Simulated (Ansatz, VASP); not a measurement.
One calculation of Cu, two programs

Contents of POSCAR:

```
Cu
1.0
    0.0000000000      1.7706018915      1.7706018915
    1.7706018915      0.0000000000      1.7706018915
    1.7706018915      1.7706018915      0.0000000000
Cu
1
Direct
    0.0000000000      0.0000000000      0.0000000000
```

INCAR.step1

```
ALGO = Normal ; EDIFF = 1E-5
ENCUT = 520 ; GGA = PE
GGA_COMPAT = False ; ISIF = 2
ISMEAR = -1 ; LASPH = True
LCHARG = False ; LREAL = False
LWAVE = True ; NBANDS = 12
NELM = 120 ; PREC = Accurate
SIGMA = 0.05
```

Contents of INCAR.step2:

```
ALGO = Normal ; EDIFF = 1E-6
ENCUT = 520 ; GGA = PE
GGA_COMPAT = False ; HFSCREEN = 0.2079
ISIF = 2 ; ISMEAR = -1
ISTART = 1 ; LASPH = True
LCHARG = False ; LHFCALC = True
LREAL = False ; LWAVE = False
NBANDS = 12 ; NELM = 120
PREC = Accurate ; PRECFOCK = Normal
SIGMA = 0.05
```

Contents of KPOINTS:

```
k-points
0
Gamma
  8 8 8
```

The input input:

```
crystal:
  lattice:
    - [0.0, 1.7706018915, 1.7706018915]
    - [1.7706018915, 0.0, 1.7706018915]
    - [1.7706018915, 1.7706018915, 0.0]
  atoms:
    - { symbol: Cu, position: [0.0, 0.0, 0.0] }
hamiltonian:
  xc: hse06
  pseudopotentials: { kind: paw }
kpoints:
  mp_grid: { grid: [8, 8, 8] }
scf:
  occupations: { method: fermi_dirac, width: 0.05 }
output:
  forces: true
  stress: true
  eigenvalues: true
```

Alike in both runs: task single point; functional HSE06; k mesh 8 × 8 × 8; occupations fermi-dirac, width 0.05 eV; no spin polarisation.

|  | VASP | Ansatz |
| --- | --- | --- |
| version | VASP 6.6.1 | Ansatz 0.2.0 |
| potentials or method | VASP PAW PBE potentials, release 64 (Cu) | Ansatz PAW |
| plane-wave cutoff (eV) | 520 | 420 |
| valence electrons in the cell | 11 | 19 |

VASP gave:

- gap on the k mesh at the Fermi level (eV): none
- pressure (GPa): 13.0

Question: Estimate Ansatz's values.

Answer: gap on the k mesh at the Fermi level (eV): none; pressure (GPa): 12.9.

A gap of «none» marks a metal or a gap that the smearing closes. VASP's potentials hold 11 valence electrons a cell and Ansatz's 19, so a difference there can come from the potentials and not from the codes.

The k mesh is coarse, so the values compare programs but aren't converged.
